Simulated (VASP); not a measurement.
## ZnS: single point with PBEsol

The system is ZnS.

```
CELL_PARAMETERS angstrom
3.65095 0.00000 0.00000
-1.82548 3.16182 0.00000
0.00000 0.00000 6.01873
ATOMIC_POSITIONS crystal
Zn 0.33333 0.66667 0.00622
Zn 0.66667 0.33333 0.50622
S 0.33333 0.66667 0.37878
S 0.66667 0.33333 0.87878
```

- Program: VASP 6.6.1
- Task: single point
- Functional: PBEsol
- Potentials or basis: VASP PAW PBE potentials, release 64 (Zn, S)
- Cutoff: 520 eV
- k mesh: 6 × 6 × 4
- Occupations: gaussian, width 0.01 eV
- Spin: no spin polarisation

```yaml
Pressure: 10.3 GPa
Band_gap_on_the_k_mesh: 2.61 eV, direct
```

Levels at points of the mesh, in eV from the valence-band top:
| k point | band 15 | band 16 | band 17 | band 18 | band 19 | band 20 | band 21 | band 22 |
| --- | --- | --- | --- | --- | --- | --- | --- | --- |
| (0.00, 0.00, 0.00) | -1.10 | -0.14 | 0.00 | 0.00 | 2.61 | 3.23 | 6.11 | 6.11 |
| (0.50, 0.00, 0.00) | -3.97 | -2.74 | -2.15 | -1.09 | 3.39 | 4.41 | 4.83 | 6.68 |
| (0.00, 0.00, 0.50) | -0.58 | -0.58 | -0.58 | -0.58 | 3.78 | 3.78 | 6.61 | 6.61 |
| (0.50, 0.00, 0.50) | -2.02 | -2.02 | -1.98 | -1.98 | 3.36 | 3.36 | 4.99 | 4.99 |

Run time: 32 s on 1 thread of Intel Xeon 6975P-C, with other jobs on the host, peak memory 0.19 GiB.

Caveat: the PAW data sets were made with another functional, which shifts forces and pressure a little. PBEsol gaps usually lie below the measured ones, often by a third to a half.
